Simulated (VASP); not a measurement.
Set up this calculation in VASP 6.6.1, as the native input.

- Task: relaxation of cell and atoms
- Functional: PBE
- Potentials or basis: VASP PAW PBE potentials, release 64 (Si, O_h)
- Cutoff: 910 eV
- k mesh: 6 × 6 × 4
- Occupations: gaussian, width 0.1 eV
- Spin: no spin polarisation
- Dipole correction: no
- Second run: hard_potentials
- Further INCAR settings: ALGO = Normal; EDIFF = 1e-07; IBRION = 2; EDIFFG = -0.04; NSW = 90; ISIF = 3

The structure of Si3O2 lies in POSCAR:

```
Si3O2
1.0
    3.4779461800      0.0000000000      0.0000000000
   -1.7389730900      3.0119897400      0.0000000000
    0.0000000000      0.0000000000      5.4320498600
Si O
3 2
Direct
    0.2499999900      0.2499999900      0.0000000000
    0.7500000100      0.0000000000      0.0000000000
    0.0000000000      0.7500000100      0.0000000000
    0.3333333300      0.6666666700      0.2500000000
    0.6666666700      0.3333333300      0.7500000000
```

One way to write it, as run:

INCAR

```
SYSTEM = Si3O2
ALGO = Normal ; EDIFF = 1E-7
EDIFFG = -0.04 ; ENCUT = 910
GGA = PE ; GGA_COMPAT = .False.
IBRION = 2 ; ISIF = 3
ISMEAR = 0 ; LASPH = .True.
LCHARG = .False. ; LREAL = .False.
LWAVE = .False. ; NELM = 120
NELMIN = 4 ; NSW = 90
PREC = Accurate ; SIGMA = 0.1
```

KPOINTS

```
k-points
0
Gamma
  6 6 4
  0 0 0
```

Potentials or basis: VASP PAW PBE potentials, release 64 (Si, O_h).

Run with:

```bash
$ cat potpaw_PBE.64/Si/POTCAR potpaw_PBE.64/O_h/POTCAR > POTCAR
$ mpirun -np 1 vasp_std > vasp.out
```

It gave:

The relaxed volume is 14.49 Å³/atom and the relaxed cell is a = 4.206 Å, b = 4.206 Å, c = 4.730 Å, α = 90.00°, β = 90.00°, γ = 120.00°. The space group after relaxing (to 0.05 Å) is P321 (No. 150), the energy gained by relaxing is 6299.7 meV/atom and the ionic steps are 29. The pressure after relaxing is 0.1 GPa and the largest force after relaxing is 0.034 eV/Å. The band gap on the k mesh is zero (band 12 reaches 6.13 eV, above the bottom of band 13 at 5.22 eV).

Caveat: the cutoff is under 1.25 times the usual one of these potentials, so pressure, stress and relaxed cells hold a basis-set (Pulay) error; the volume moved by over 15 % at a fixed basis, so the end points are rough.

Wall time 8.7 min on 1 thread of Intel(R) Xeon(R) 6975P-C (Granite Rapids), with other jobs on the host, peak memory 0.28 GiB.
